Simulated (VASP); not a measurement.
Write the native input for VASP 6.6.1 that does the following.

| Item | Value |
| --- | --- |
| Task | relaxation of cell and atoms |
| Functional | PBEsol |
| Potentials or basis | VASP PAW PBE potentials, release 64 (Se, Ti_sv) |
| Cutoff | 600 eV |
| k mesh | 10 × 10 × 4 |
| Occupations | fermi-dirac, width 0.05 eV |
| Spin | no spin polarisation |
| Target pressure | 30 GPa |
| Dipole correction | no |
| Further INCAR settings | ALGO = Normal; EDIFF = 1e-06; IBRION = 2; EDIFFG = -0.01; NSW = 60; ISIF = 3 |

The structure of Ti3Se lies in POSCAR:

```
Ti3Se
1.0
    3.1974455988      0.0000000000      0.0000000000
   -1.5987227994      2.7690691158      0.0000000000
    0.0000000000      0.0000000000      7.9427450000
Se Ti
1 3
Direct
    0.0000000000      0.0000000000      0.0000000000
    0.6666666667      0.3333333333      0.5000000000
    0.3333333333      0.6666666667      0.7729020000
    0.3333333333      0.6666666667      0.2270980000
```

The input as run:

INCAR

```
SYSTEM = Ti3Se
PREC = Accurate
ENCUT = 600
EDIFF = 1E-6
ISMEAR = -1
SIGMA = 0.05
LREAL = .False.
LASPH = .True.
NELM = 100
ALGO = Normal
ISIF = 3
LWAVE = .False.
LCHARG = .False.
GGA = PS
IBRION = 2
NSW = 60
EDIFFG = -0.01
PSTRESS = 300.0
```

KPOINTS

```
Automatic mesh
0
Gamma
  10 10 4
  0 0 0
```

Potentials or basis: VASP PAW PBE potentials, release 64 (Se, Ti_sv).

Launch:

```bash
$ cat potpaw_PBE.64/Se/POTCAR potpaw_PBE.64/Ti_sv/POTCAR > POTCAR
$ mpirun -np 1 vasp_std > vasp.out
```

Results of the run:

The relaxed volume is 14.11 Å³/atom, the relaxed cell is a = 2.946 Å, b = 2.946 Å, c = 7.511 Å, α = 90.00°, β = 90.00°, γ = 120.00° and the space group after relaxing (to 0.05 Å) is P-6m2 (No. 187). The energy change on relaxing (the enthalpy is what falls) is +216.1 meV/atom, the ionic steps are 10 and the pressure after relaxing is 29.9 GPa. The largest force after relaxing is 0.006 eV/Å and the band gap on the k mesh is zero (band 21 reaches 10.90 eV, above the bottom of band 22 at 10.26 eV).

Caveat: the cell is relaxed towards a set pressure, so the enthalpy falls and the energy may rise; the volume moved by over 15 % at a fixed basis, so the end points are rough; the PAW data sets were made with another functional, which shifts forces and pressure a little.

Wall time 5.3 min on 1 thread of Intel(R) Xeon(R) 6975P-C (Granite Rapids) (shared host), peak memory 0.29 GiB.
